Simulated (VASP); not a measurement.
Here is a VASP 6.6.1 calculation.

INCAR

```
ALGO     = Normal         # electronic algorithm
EDIFF    = 1E-6           # SCF threshold, eV
ENCUT    = 500            # plane-wave cutoff, eV
GGA      = PE             # functional
GGA_COMPAT= F            
ISIF     = 2              # what is computed and relaxed
ISMEAR   = 0              # smearing method
LASPH    = T              # aspherical terms in the spheres
LCHARG   = T              # write CHGCAR
LELF     = T              # ELF
LREAL    = F              # projectors in reciprocal space
LVHAR    = T            
LWAVE    = F              # write WAVECAR
NBANDS   = 15             # bands
NELM     = 120            # most SCF steps
PREC     = Accurate       # precision mode
SIGMA    = 0.02           # smearing width, eV
```

KPOINTS

```
k-points
0
Gamma
  6 6 6
```

Contents of POSCAR:

```
KBr
1.0
    0.0000000000      3.3497786964      3.3497786964
    3.3497786964      0.0000000000      3.3497786964
    3.3497786964      3.3497786964      0.0000000000
K Br
1 1
Direct
    0.0000000000      0.0000000000      0.0000000000
    0.5000000000      0.5000000000      0.5000000000
```

Potentials or basis: VASP PAW PBE potentials, release 64 (K_sv, Br).

Command:

```console
$ cat potpaw_PBE.64/K_sv/POTCAR potpaw_PBE.64/Br/POTCAR > POTCAR
$ mpirun -np 1 vasp_std > vasp.out
```

What does it give for the pressure?

0.1 GPa.

What does it give for the band gap on the k mesh?

4.32 eV, direct.
